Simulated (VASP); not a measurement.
Here is a VASP 6.6.1 calculation.

File INCAR:

```
SYSTEM = RbOs
  PREC = Accurate
  ENCUT = 520
  EDIFF = 1E-6
  ISMEAR = 0
  SIGMA = 0.1
  LREAL = .False.
  LASPH = .True.
  NELM = 60
  ALGO = Normal
  ISIF = 2
  LWAVE = .False.
  LCHARG = .False.
  GGA = PE
  NBANDS = 25
```

KPOINTS

```
Automatic mesh
0
Gamma
  4 6 4
  0 0 0
```

POSCAR

```
RbOs
1.0
    4.2476071180      0.0000000000      0.0000000000
    0.0000000000      2.9601426998      0.0000000000
    0.0000000000      0.0000000000     10.7214986996
Rb Os
2 2
Direct
    0.7500000000      0.0000000000      0.7254400629
    0.2500000000      0.0000000000      0.2745599371
    0.7500000000      0.5000000000      0.0466738299
    0.2500000000      0.5000000000      0.9533261701
```

Potentials or basis: VASP PAW PBE potentials, release 64 (Rb_sv, Os).

Launch:

```bash
$ cat potpaw_PBE.64/Rb_sv/POTCAR potpaw_PBE.64/Os/POTCAR > POTCAR
$ mpirun -np 1 vasp_std > vasp.out
```

Predict the pressure.

-0.2 GPa.

Estimate the band gap on the k mesh.

zero (bands 17 and 18 overlap by 1.65 eV).

What does it give for the largest force?

0.090 eV/Å.

Forces on the atoms (eV/Å):
```
Rb   0.000  0.000  0.006
Rb   0.000  0.000 -0.006
Os   0.000  0.000 -0.090
Os   0.000  0.000  0.090
```

Caveat: the k points lie up to 0.37 Å⁻¹ apart, too coarse for converged energies and pressures of a metal; spin-orbit coupling is left out, which moves the levels of the heavy elements.
